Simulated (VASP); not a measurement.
# Sb2Pt (Pa-3) in VASP: single point with PBE

Aim: the single point of Sb2Pt with PBE.

Program: VASP 6.6.1. These are calculated values, not measurements. Logs are shortened: lines on timing, memory, paths and dates and some standing lists are left out, and cuts for length are marked.

## (1) The cell of the first run

It takes space group Pa-3 (No. 205, cubic). Conventional cell: a = 6.420 Å, b = 6.420 Å, c = 6.420 Å, α = 90.00°, β = 90.00°, γ = 90.00°. Sb (site symmetry 3) has 3 Pt at 2.66 Å and 7 Sb at 2.79 to 3.59 Å within 3.6 Å. Within 3.5 Å of Pt (site symmetry -3) lie 6 Sb at 2.66 Å.

## (2) Single point, PBE

INCAR reads:

```
SYSTEM = Sb2Pt
ALGO     = Normal         ! electronic algorithm
EDIFF    = 1E-6           ! SCF threshold, eV
ENCUT    = 520            ! plane-wave cutoff, eV
GGA      = PE             ! functional
ISIF     = 2              ! what is computed and relaxed
ISMEAR   = -1             ! smearing method
LASPH    = .TRUE.         ! aspherical terms in the spheres
LCHARG   = .FALSE.        ! write CHGCAR
LREAL    = .FALSE.        ! projectors in reciprocal space
LWAVE    = .FALSE.        ! write WAVECAR
NBANDS   = 52             ! bands
NELM     = 60             ! most SCF steps
PREC     = Accurate       ! precision mode
SIGMA    = 0.05           ! smearing width, eV
```

KPOINTS reads:

```
k-points
0
G
  5 5 5
  0 0 0
```

POSCAR reads:

```
Sb2Pt
1.0
    6.4200000000      0.0000000000      0.0000000000
    0.0000000000      6.4200000000      0.0000000000
    0.0000000000      0.0000000000      6.4200000000
Sb Pt
8 4
Direct
    0.3743638112      0.3743638112      0.3743638112
    0.1256361888      0.6256361888      0.8743638112
    0.8743638112      0.1256361888      0.6256361888
    0.6256361888      0.8743638112      0.1256361888
    0.6256361888      0.6256361888      0.6256361888
    0.8743638112      0.3743638112      0.1256361888
    0.1256361888      0.8743638112      0.3743638112
    0.3743638112      0.1256361888      0.8743638112
    0.0000000000      0.0000000000      0.0000000000
    0.5000000000      0.0000000000      0.5000000000
    0.5000000000      0.5000000000      0.0000000000
    0.0000000000      0.5000000000      0.5000000000
```

Potentials or basis: VASP PAW PBE potentials, release 64 (Sb, Pt).

Started as:

```
$ cat potpaw_PBE.64/Sb/POTCAR potpaw_PBE.64/Pt/POTCAR > POTCAR
$ mpirun -np 1 vasp_std > vasp.out
```

OUTCAR:

```text
SYSTEM = Sb2Pt
   EDIFF = 1E-6
   ENCUT = 520
   GGA = PE
   ISIF = 2
   ISMEAR = -1
   LASPH = .TRUE.
   LREAL = .FALSE.
   NELM = 60
   PREC = Accurate

 ion  position               nearest neighbor table
   1  0.374  0.374  0.374-  10 2.66  11 2.66  12 2.66   5 2.79   6 3.59   7 3.59   8 3.59   8 3.59
                             7 3.59   6 3.59
   2  0.126  0.626  0.874-   9 2.66  11 2.66  12 2.66   6 2.79   5 3.59   7 3.59   8 3.59   7 3.59
                             8 3.59   5 3.59
   3  0.874  0.126  0.626-   9 2.66  10 2.66  12 2.66   7 2.79   6 3.59   5 3.59   8 3.59   6 3.59
                             5 3.59   8 3.59
   4  0.626  0.874  0.126-   9 2.66  10 2.66  11 2.66   8 2.79   6 3.59   7 3.59   5 3.59   5 3.59
                             6 3.59   7 3.59
   5  0.626  0.626  0.626-  10 2.66  11 2.66  12 2.66   1 2.79   2 3.59   3 3.59   4 3.59   4 3.59
                             3 3.59   2 3.59
   6  0.874  0.374  0.126-   9 2.66  11 2.66  12 2.66   2 2.79   1 3.59   3 3.59   4 3.59   3 3.59
                             4 3.59   1 3.59
   7  0.126  0.874  0.374-   9 2.66  10 2.66  12 2.66   3 2.79   2 3.59   1 3.59   4 3.59   2 3.59
                             1 3.59   4 3.59
   8  0.374  0.126  0.874-   9 2.66  10 2.66  11 2.66   4 2.79   2 3.59   3 3.59   1 3.59   1 3.59
                             2 3.59   3 3.59
   9  0.000  0.000  0.000-   2 2.66   3 2.66   4 2.66   6 2.66   7 2.66   8 2.66
  10  0.500  0.000  0.500-   1 2.66   3 2.66   4 2.66   5 2.66   7 2.66   8 2.66
  11  0.500  0.500  0.000-   1 2.66   2 2.66   4 2.66   5 2.66   6 2.66   8 2.66
  12  0.000  0.500  0.500-   1 2.66   2 2.66   3 2.66   5 2.66   6 2.66   7 2.66

  LATTYP: Found a simple cubic cell.
 ALAT       =     6.4200000000

  Lattice vectors:

 A1 = (   6.4200000000,   0.0000000000,   0.0000000000)
 A2 = (   0.0000000000,   6.4200000000,   0.0000000000)
 A3 = (   0.0000000000,   0.0000000000,   6.4200000000)

Analysis of symmetry for initial positions (statically):
=====================================================================
 Subroutine PRICEL returns:
 Original cell was already a primitive cell.

 Routine SETGRP: Setting up the symmetry group for a
 simple cubic supercell.

 Subroutine GETGRP returns: Found 24 space group operations
 (whereof  6 operations were pure point group operations)
 out of a pool of 48 trial point group operations.

The static configuration has the point symmetry S_6 .
 The point group associated with its full space group is T_h .

Analysis of symmetry for dynamics (positions and initial velocities):
=====================================================================
 Subroutine PRICEL returns:
 Original cell was already a primitive cell.

 Routine SETGRP: Setting up the symmetry group for a
 simple cubic supercell.

 Subroutine GETGRP returns: Found 24 space group operations
 (whereof  6 operations were pure point group operations)
 out of a pool of 48 trial point group operations.

The dynamic configuration has the point symmetry S_6 .
 The point group associated with its full space group is T_h .

 Subroutine INISYM returns: Found 24 space group operations
 (whereof  6 operations are pure point group operations),
 and found     1 'primitive' translations

----------------------------------------------------------------------------------------

                                     Primitive cell

  volume of cell :     264.6093

  direct lattice vectors                    reciprocal lattice vectors
     6.420000000  0.000000000  0.000000000     0.155763240  0.000000000  0.000000000
     0.000000000  6.420000000  0.000000000     0.000000000  0.155763240  0.000000000
     0.000000000  0.000000000  6.420000000     0.000000000  0.000000000  0.155763240

  length of vectors
     6.420000000  6.420000000  6.420000000     0.155763240  0.155763240  0.155763240

  position of ions in fractional coordinates (direct lattice)
     0.374363811  0.374363811  0.374363811
     0.125636189  0.625636189  0.874363811
     0.874363811  0.125636189  0.625636189
     0.625636189  0.874363811  0.125636189
     0.625636189  0.625636189  0.625636189
     0.874363811  0.374363811  0.125636189
     0.125636189  0.874363811  0.374363811
[... 27 lines left out ...]
 generate k-points for:    5    5    5

 Generating k-lattice:

  Cartesian coordinates                     Fractional coordinates (reciprocal lattice)
     0.031152648  0.000000000  0.000000000     0.200000000  0.000000000  0.000000000
     0.000000000  0.031152648  0.000000000     0.000000000  0.200000000  0.000000000
     0.000000000  0.000000000  0.031152648     0.000000000  0.000000000  0.200000000

  Length of vectors
     0.031152648  0.031152648  0.031152648

  Shift w.r.t. Gamma in fractional coordinates (k-lattice)
     0.000000000  0.000000000  0.000000000

 Subroutine IBZKPT returns following result:
 ===========================================

 Found     11 irreducible k-points:

 Following reciprocal coordinates:
            Coordinates               Weight
  0.000000  0.000000  0.000000      1.000000
  0.200000  0.000000  0.000000      6.000000
  0.400000  0.000000  0.000000      6.000000
  0.200000  0.200000  0.000000     12.000000
  0.400000  0.200000  0.000000     12.000000
 -0.200000  0.400000  0.000000     12.000000
  0.400000  0.400000  0.000000     12.000000
  0.200000  0.200000  0.200000      8.000000
  0.400000  0.200000  0.200000     24.000000
  0.400000  0.400000  0.200000     24.000000
  0.400000  0.400000  0.400000      8.000000
   k-points           NKPTS =     11   k-points in BZ     NKDIM =     11   number of bands    NBANDS=     52
   number of dos      NEDOS =    301   number of ions     NIONS =     12
   total plane-waves  NPLWV = 110592
   dimension x,y,z NGX =    48 NGY =   48 NGZ =   48
   dimension x,y,z NGXF=    96 NGYF=   96 NGZF=   96
   ions per type =               8   4
   NGX,Y,Z   is equivalent  to a cutoff of  12.43, 12.43, 12.43 a.u.
   NGXF,Y,Z  is equivalent  to a cutoff of  24.86, 24.86, 24.86 a.u.
 SYSTEM =  Sb2Pt
   PREC   = accura    normal or accurate (medium, high low for compatibility)
   ISTART =      0    job   : 0-new  1-cont  2-samecut
   ICHARG =      2    charge: 1-file 2-atom 10-const
   ISPIN  =      1    spin polarized calculation?
   LNONCOLLINEAR =      F non collinear calculations
   LSORBIT =      F    spin-orbit coupling
   LASPH  =      T    aspherical Exc in radial PAW
   ENCUT  =  520.0 eV  38.22 Ry    6.18 a.u.  11.94 11.94 11.94*2*pi/ulx,y,z
   NELM   =     60;   NELMIN=  2; NELMDL= -5     # of ELM steps
   EDIFF  = 0.1E-05   stopping-criterion for ELM
   LREAL  =      F    real-space projection
   EDIFFG = 0.1E-04   stopping-criterion for IOM
   NSW    =      0    number of steps for IOM
   IBRION =     -1    ionic relax: 0-MD 1-quasi-New 2-CG
   NFREE  =      0    steps in history (QN), initial steepest desc. (CG)
   ISIF   =      2    stress and relaxation
   ISYM   =      2    0-nonsym 1-usesym 2-fastsym
   POTIM  = 0.5000    time-step for ionic-motion
   TEBEG  =    0.0;   TEEND  =   0.0 temperature during run
   PSTRESS=    0.0 pullay stress
   NELECT =      80.0000    total number of electrons
   NUPDOWN=      -1.0000    fix difference up-down
   EMIN   =  10.00;   EMAX   =-10.00  energy-range for DOS
   EFERMI =   0.00;   METHOD = LEGACY
   ISMEAR =    -1;   SIGMA  =   0.05  broadening in eV -4-tet -1-fermi 0-gaus
   EFERMI_NEDOS =   21; number of points for ismear=-14 and -15
   IALGO  =     38    algorithm
   IMIX   =      4    mixing-type and parameters
     AMIX     =   0.40;   BMIX     =  1.00
     AMIX_MAG =   1.60;   BMIX_MAG =  1.00
  volume/ion in A,a.u.               =      22.05       148.81
  Fermi-wavevector in a.u.,A,eV,Ry     =   1.098761  2.076357 16.425976  1.207275
  Thomas-Fermi vector in A             =   2.235144
   LORBIT       =      0    0 simple, 1 ext, 2 COOP (PROOUT), +10 PAW based schemes
   GGA     = PE    functional components
   LHFCALC =     F    Hartree Fock is set to
   AEXX    =    0.0000 exact exchange contribution
   IVDW    =     0    specifies the selected vdW correction
   LEPSILON=     F    determine dielectric tensor
   LRPA    =     F    only Hartree local field effects (RPA)
 non-spin polarized calculation
  energy-cutoff  :      520.00
  volume of cell :      264.61
 maximum number of plane-waves:      7138
   NGX = 23   NGY = 23   NGZ = 23

 number of electron      80.0000010 magnetization

 Free energy of the ion-electron system (eV)
  ---------------------------------------------------
  ext. energy  EPLUGINS =         0.00000000
  ---------------------------------------------------
  free energy    TOTEN  =       -62.88459527 eV

  energy without entropy =      -62.87400073  energy(sigma->0) =      -62.87929800

 E-fermi :   9.5698     XC(G=0): -11.0249

 val. band max:        9.5182211340   @ k =   0.0000   0.0000   0.0000
 cond. band min:       9.5976490164   @ k =   0.2000   0.0000   0.0000
 fundamental gap:      0.0794278823
 Fermi energy:         9.5697934155

 k-point     1 :       0.0000    0.0000    0.0000
  band No.  band energies     occupation
      1      -3.3713      2.00000
      2      -1.0398      2.00000
      3      -1.0398      2.00000
      4      -1.0398      2.00000
      5       0.4548      2.00000
      6       0.4548      2.00000
[... 594 lines left out ...]
     51      12.5770      0.00000
     52      12.6045      0.00000

------------------------ aborting loop because EDIFF is reached ----------------------------------------

  FORCE on cell =-STRESS in cart. coord.  units (eV):
  Direction    XX          YY          ZZ          XY          YZ          ZX
  --------------------------------------------------------------------------------------
  -------------------------------------------------------------------------------------
  Total       11.7636103     11.7636103     11.7636103      0.0000000      0.0000000     -0.0000000
  in kB       71.2272415     71.2272415     71.2272415      0.0000000      0.0000000     -0.0000000
  external PRESSURE =      71.2272415 kB  Pullay stress =       0.0000000 kB

 VOLUME and BASIS-vectors are now :
 -----------------------------------------------------------------------------
  energy-cutoff  :      520.00
  volume of cell :      264.61
      direct lattice vectors                 reciprocal lattice vectors
     6.420000000  0.000000000  0.000000000     0.155763240  0.000000000  0.000000000
     0.000000000  6.420000000  0.000000000     0.000000000  0.155763240  0.000000000
     0.000000000  0.000000000  6.420000000     0.000000000  0.000000000  0.155763240

 POSITION                                       TOTAL-FORCE (eV/Angst)
 -----------------------------------------------------------------------------------
      2.40342      2.40342      2.40342        -0.016328     -0.016328     -0.016328
      0.80658      4.01658      5.61342         0.016328      0.016328     -0.016328
      5.61342      0.80658      4.01658        -0.016328      0.016328      0.016328
      4.01658      5.61342      0.80658         0.016328     -0.016328      0.016328
      4.01658      4.01658      4.01658         0.016328      0.016328      0.016328
      5.61342      2.40342      0.80658        -0.016328     -0.016328      0.016328
      0.80658      5.61342      2.40342         0.016328     -0.016328     -0.016328
      2.40342      0.80658      5.61342        -0.016328      0.016328     -0.016328
      0.00000      0.00000      0.00000         0.000000      0.000000     -0.000000
      3.21000      0.00000      3.21000         0.000000      0.000000     -0.000000
      3.21000      3.21000      0.00000         0.000000      0.000000     -0.000000
      0.00000      3.21000      3.21000         0.000000      0.000000     -0.000000
 -----------------------------------------------------------------------------------
    total drift:                               -0.000000      0.000000     -0.000000

  FREE ENERGIE OF THE ION-ELECTRON SYSTEM (eV)
  ---------------------------------------------------
  free  energy   TOTEN  =       -62.8845952705 eV

  energy  without entropy=      -62.8740007337  energy(sigma->0) =      -62.87929800
```

Wall time 84 s (1 thread of Intel Xeon 6975P-C (Granite Rapids), shared host); peak memory 0.39 GiB.

Results:

* Free energy: -62.8846 eV
* Pressure: 7.1 GPa
* Largest force: 0.028 eV/Å
* Band gap on the k mesh: zero (bands 40 and 41 overlap by 0.08 eV)

Forces on the atoms (eV/Å):
```
Sb  -0.016 -0.016 -0.016
Sb   0.016  0.016 -0.016
Sb  -0.016  0.016  0.016
Sb   0.016 -0.016  0.016
Sb   0.016  0.016  0.016
Sb  -0.016 -0.016  0.016
Sb   0.016 -0.016 -0.016
Sb  -0.016  0.016 -0.016
Pt   0.000  0.000  0.000
Pt   0.000  0.000  0.000
Pt   0.000  0.000  0.000
Pt   0.000  0.000  0.000
```

Levels at points of the mesh, in eV from the Fermi level:
```
           k point  band 36  band 37  band 38  band 39  band 40  band 41  band 42  band 43  band 44  band 45
(0.00, 0.00, 0.00)    -2.43    -1.81    -0.59    -0.59    -0.59    -0.05    -0.05    -0.05     0.78     3.25
```

Caveat: the cell stands under pressure; spin-orbit coupling is left out, which moves the levels of the heavy elements.
